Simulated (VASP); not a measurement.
**SnO2: single point with LDA**

SnO2:

```
Sn O
1.0
     1.61709    0.93363    4.80059
    -1.61709    0.93363    4.80059
     0.00000   -1.86726    4.80059
Sn O
1 2
Direct
  0.50000 0.50000 0.50000
  0.76283 0.76283 0.76283
  0.23717 0.23717 0.23717
```

| Property | Result |
| --- | --- |
| Program | VASP 6.6.1 |
| Task | single point |
| Functional | LDA |
| Potentials or basis | VASP PAW LDA potentials, release 64 (Sn_d, O) |
| Cutoff | 520 eV |
| k mesh | 10 × 10 × 10 |
| Occupations | gaussian, width 0.01 eV |
| Spin | no spin polarisation |

```json
{
  "Pressure": "-8.5 GPa",
  "Largest force": "0.618 eV/Å",
  "Band gap on the k mesh": "1.77 eV, indirect (least direct gap 1.90 eV)"
}
```

Forces on the atoms (eV/Å):
```
Sn   0.000  0.000  0.000
O    0.000  0.000  0.618
O    0.000  0.000 -0.618
```

Stress tensor (GPa, compression positive):
```
-9.11  0.00  0.00
 0.00 -9.11  0.00
 0.00  0.00 -7.17
```

Levels at points of the mesh, in eV from the valence-band top:
| k point | band 9 | band 10 | band 11 | band 12 | band 13 | band 14 | band 15 | band 16 | band 17 | band 18 |
| --- | --- | --- | --- | --- | --- | --- | --- | --- | --- | --- |
| (0.00, 0.00, 0.00) | -1.30 | -1.30 | -0.91 | -0.91 | -0.13 | 1.77 | 5.49 | 10.74 | 10.74 | 11.31 |
| (0.50, 0.00, 0.00) | -4.19 | -2.99 | -1.48 | -0.61 | -0.58 | 5.14 | 7.49 | 9.77 | 12.08 | 12.41 |
| (0.50, 0.50, 0.00) | -4.43 | -3.08 | -1.15 | -0.47 | -0.02 | 4.85 | 6.68 | 10.46 | 10.95 | 12.30 |
| (0.50, 0.50, 0.50) | -1.36 | -1.36 | -1.33 | -0.86 | -0.86 | 3.05 | 5.45 | 10.92 | 10.92 | 11.75 |

Wall time 2.8 min on 1 thread of Intel(R) Xeon(R) Platinum 8375C CPU @ 2.90GHz (Ice Lake) (shared host), peak memory 0.25 GiB.

Caveat: spin-orbit coupling is left out, which moves the levels of the heavy elements. A k mesh can miss the band edges.
